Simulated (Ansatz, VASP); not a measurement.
## CsSnI3: VASP beside Ansatz

```
CELL_PARAMETERS angstrom
6.24149 0.00000 0.00000
0.00000 6.24149 0.00000
0.00000 0.00000 6.24149
ATOMIC_POSITIONS crystal
Cs 0.00000 0.00000 0.00000
Sn 0.50000 0.50000 0.50000
I 0.50000 0.50000 0.00000
I 0.50000 0.00000 0.50000
I 0.00000 0.50000 0.50000
```

Alike in both runs: task single point; functional r2SCAN; k mesh 4 × 4 × 4; no spin polarisation.

|  | VASP | Ansatz |
| --- | --- | --- |
| version | VASP 6.6.1 | Ansatz 0.2.0 |
| potentials or method | VASP PAW PBE potentials, release 64 (Cs_sv, Sn_d, I) | plane waves, PAW |
| plane-wave cutoff (eV) | 520 | 500 |
| occupations | gaussian, width 0.01 eV | fixed |
| valence electrons in the cell | 44 | 74 |

```csv
,VASP,Ansatz,Ansatz less VASP
gap on the k mesh at the Fermi level (eV),0.50,0.50,+0.001
pressure (GPa),0.0,0.0,+0.01
```

VASP's potentials were made for PBE, not for r2SCAN. VASP's potentials hold 44 valence electrons a cell and Ansatz's 74, so a difference there can come from the potentials and not from the codes.

Neither program's run includes spin-orbit coupling.
